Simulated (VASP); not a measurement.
Input of a VASP 6.6.1 run:

Contents of INCAR:

```
  ALGO = Normal
  EDIFF = 1E-6
  ENCUT = 520
  GGA = PS
  ISIF = 2
  ISMEAR = 0
  LASPH = T
  LCHARG = F
  LREAL = F
  LWAVE = F
  NBANDS = 16
  NELM = 60
  PREC = Accurate
  SIGMA = 0.1
```

KPOINTS

```
k-points
0
Gamma
  18 18 14
```

File POSCAR:

```
WC
1.0
    2.8693472554      0.0000000000      0.0000000000
   -1.4346736277      2.4849276155      0.0000000000
    0.0000000000      0.0000000000      2.8061256401
W C
1 1
Direct
    0.0000000000      0.0000000000      0.0000000000
    0.6666666667      0.3333333333      0.5000000000
```

Potentials or basis: VASP PAW PBE potentials, release 64 (W_sv, C).

Run with:

```sh
$ cat potpaw_PBE.64/W_sv/POTCAR potpaw_PBE.64/C/POTCAR > POTCAR
$ mpirun -np 1 vasp_std > vasp.out
```

Task: What does it give for the pressure?

Result: 13.4 GPa.

Task: Predict the band gap on the k mesh.

Result: Zero (band 9 reaches 12.11 eV, above the bottom of band 10 at 10.82 eV).

Stress tensor (GPa, compression positive):
```
13.32  0.00  0.00
 0.00 13.32  0.00
 0.00  0.00 13.69
```

Caveat: the PAW data sets were made with another functional, which shifts forces and pressure a little; spin-orbit coupling is left out, which moves the levels of the heavy elements.
